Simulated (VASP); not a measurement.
Al3Cl: single point with PBE

The system is Al3Cl, a slab with vacuum.

```
Al Cl
1.0
     2.85676    0.00000    0.00000
     0.00000    2.85676    0.00000
     0.00000    0.00000   19.67470
Al Cl
3 1
Cartesian
  1.4284 1.4284 4.0000
  0.0000 0.0000 6.0848
  1.4284 1.4284 8.1747
  1.9045 2.3806 10.0378
```

- Program: VASP 6.6.1
- Task: single point
- Functional: PBE
- Potentials or basis: VASP PAW PBE potentials, release 64 (Al, Cl)
- Cutoff: 400 eV
- k mesh: 9 × 9 × 1
- Occupations: gaussian, width 0.1 eV
- Spin: no spin polarisation
- Dipole correction: yes
- Further INCAR settings: ALGO = Normal; EDIFF = 1e-06; NBANDS = 16; NELMDL = -8

```
Largest force          : 0.492 eV/Å
Band gap on the k mesh : zero (band 8 reaches 1.18 eV, above the bottom of band 9 at -0.08 eV)
```

Forces on the atoms (eV/Å):
```
Al  -0.021 -0.026 -0.033
Al   0.011  0.008  0.347
Al   0.060 -0.386 -0.300
Cl  -0.049  0.403 -0.015
```

Levels at points of the mesh, in eV from the Fermi level:
```
           k point  band 5  band 6  band 7  band 8  band 9  band 10  band 11  band 12
(0.00, 0.00, 0.00)   -3.49   -1.63   -1.40    0.18    3.21     4.58     4.64     5.56
```

Run time: 2.1 min on 1 thread of Intel Xeon 6975P-C, on a shared host, peak memory 0.24 GiB.
